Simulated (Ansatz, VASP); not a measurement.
**AgS in VASP and in Ansatz**

```xyz
2
Lattice="0.0000 2.8479 2.8479 2.8479 0.0000 2.8479 2.8479 2.8479 0.0000" Properties=species:S:1:pos:R:3 pbc="T T T"
Ag    0.0000    0.0000    0.0000
S     1.4240    1.4240    1.4240
```

Alike in both runs: functional PBE; k mesh 14 × 14 × 14; occupations gaussian, width 0.1 eV; no spin polarisation.

Ansatz relaxed the structure, and its values are those at the end. VASP's run is a single point on that final structure, the one shown.

```csv
,VASP,Ansatz
version,VASP 6.6.1,Ansatz 0.2.0
potentials or method,"VASP PAW PBE potentials, release 64 (Ag, S), cutoff 520 eV","scalar-relativistic, plane waves, PAW"
valence electrons in the cell,17,25
```

VASP gave:

* gap on the k mesh at the Fermi level (eV): none
* pressure (GPa): -0.1

Question: Estimate Ansatz's values.

Answer: gap on the k mesh at the Fermi level (eV): none; pressure (GPa): 0.0.

A gap of «none» marks a metal or a gap that the smearing closes. VASP's potentials hold 17 valence electrons a cell and Ansatz's 25, so a difference there can come from the potentials and not from the codes.
